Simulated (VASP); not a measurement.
H9O4F, 14 atoms in the cell. The cell holds an amorphous packing of atoms, 14 atoms: a = 5.311 Å, b = 5.311 Å, c = 5.311 Å, α = 90.00°, β = 90.00°, γ = 90.00°. 

```yaml
Program: VASP 6.6.1
Task: single point
Functional: LDA
Potentials_or_basis: VASP PAW LDA potentials, release 64 (O, H, F)
Cutoff: 520 eV
k_mesh: 1 × 1 × 1
Occupations: fermi-dirac, width 0.05 eV
Spin: no spin polarisation
Dipole_correction: no
Further_INCAR_settings: ALGO = Normal; EDIFF = 1e-06; NBANDS = 33
```

Potentials or basis: VASP PAW LDA potentials, release 64 (O, H, F).

Command:

```bash
$ cat potpaw_LDA.64/O/POTCAR potpaw_LDA.64/H/POTCAR potpaw_LDA.64/F/POTCAR > POTCAR
$ mpirun -np 1 vasp_gam > vasp.out
```

Hardware: 1 thread of Intel(R) Xeon(R) Platinum 8375C CPU @ 2.90GHz (Ice Lake), with other jobs on the host.

**Question.** Estimate the wall time of this run.

**Answer.** Wall time 6 s on 1 thread of Intel(R) Xeon(R) Platinum 8375C CPU @ 2.90GHz (Ice Lake), with other jobs on the host, peak memory 0.18 GiB. Counts: scf iterations 14, k points 1.
